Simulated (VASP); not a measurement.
FeSi: relaxation of the atoms with PBE

FeSi:

```
Fe Si
1.0
     4.49201    0.00000    0.00000
     0.00000    4.49201    0.00000
     0.00000    0.00000    4.49201
Fe Si
4 4
Direct
  0.13599 0.13599 0.13599
  0.36401 0.86401 0.63599
  0.63599 0.36401 0.86401
  0.86401 0.63599 0.36401
  0.84071 0.84071 0.84071
  0.65929 0.15929 0.34071
  0.34071 0.65929 0.15929
  0.15929 0.34071 0.65929
```

| Item | Value |
| --- | --- |
| Program | VASP 6.6.1 |
| Task | relaxation of the atoms |
| Functional | PBE |
| Potentials or basis | VASP PAW PBE potentials, release 64 (Fe, Si) |
| Cutoff | 520 eV |
| k mesh | 8 × 8 × 8 |
| Occupations | gaussian, width 0.01 eV |
| Spin | no spin polarisation |
| Dipole correction | no |
| Further INCAR settings | ALGO = Normal; EDIFF = 1e-07; IBRION = 2; EDIFFG = -0.01; NSW = 50 |

```json
{"Energy gained by relaxing": "0.2 meV/atom", "Ionic steps": "3", "Pressure after relaxing": "-6.0 GPa", "Largest force after relaxing": "0.009 eV/Å", "Band gap on the k mesh": "0.16 eV (least direct gap 0.17 eV)"}
```

Forces on the atoms (eV/Å):
```
Fe  -0.005 -0.005 -0.005
Fe   0.005  0.005 -0.005
Fe  -0.005  0.005  0.005
Fe   0.005 -0.005  0.005
Si   0.004  0.004  0.004
Si  -0.004 -0.004  0.004
Si   0.004 -0.004 -0.004
Si  -0.004  0.004 -0.004
```

Step by step:
```tsv
step	energy change (eV)	largest force (eV/Å)	pressure (GPa)
1	0.0000	0.0824	-6.25
2	-0.0014	0.0441	-6.10
3	-0.0018	0.0089	-5.97
```

Final structure:
```cif
data_structure
_symmetry_space_group_name_H-M 'P 1'
_symmetry_Int_Tables_number 1
_cell_length_a 4.4920
_cell_length_b 4.4920
_cell_length_c 4.4920
_cell_angle_alpha 90.000
_cell_angle_beta 90.000
_cell_angle_gamma 90.000
_cell_volume 90.64
loop_
_atom_site_label
_atom_site_type_symbol
_atom_site_fract_x
_atom_site_fract_y
_atom_site_fract_z
_atom_site_occupancy
Fe1 Fe 0.13501 0.13501 0.13501 1
Fe2 Fe 0.36499 0.86499 0.63501 1
Fe3 Fe 0.63501 0.36499 0.86499 1
Fe4 Fe 0.86499 0.63501 0.36499 1
Si1 Si 0.84009 0.84009 0.84009 1
Si2 Si 0.65991 0.15991 0.34009 1
Si3 Si 0.34009 0.65991 0.15991 1
Si4 Si 0.15991 0.34009 0.65991 1
```

Levels at points of the mesh, in eV from the valence-band top:
```tsv
k point	band 22	band 23	band 24	band 25	band 26	band 27
(0.00, 0.00, 0.00)	-0.27	-0.03	-0.03	0.63	0.63	0.63
(0.50, 0.00, 0.00)	-0.36	-0.01	-0.01	0.20	0.20	1.67
(0.50, 0.50, 0.00)	-0.97	-0.34	-0.34	0.62	0.62	1.25
(0.50, 0.50, 0.50)	-0.63	-0.63	-0.63	0.48	0.48	0.48
```

It took 4.8 min on 1 thread of Oxide Virtual Turin-like Processor (shared host), peak memory 0.23 GiB.

A k mesh can miss the band edges. Spin polarisation is off, so any magnetic state and its effect on volume and gap are missing.
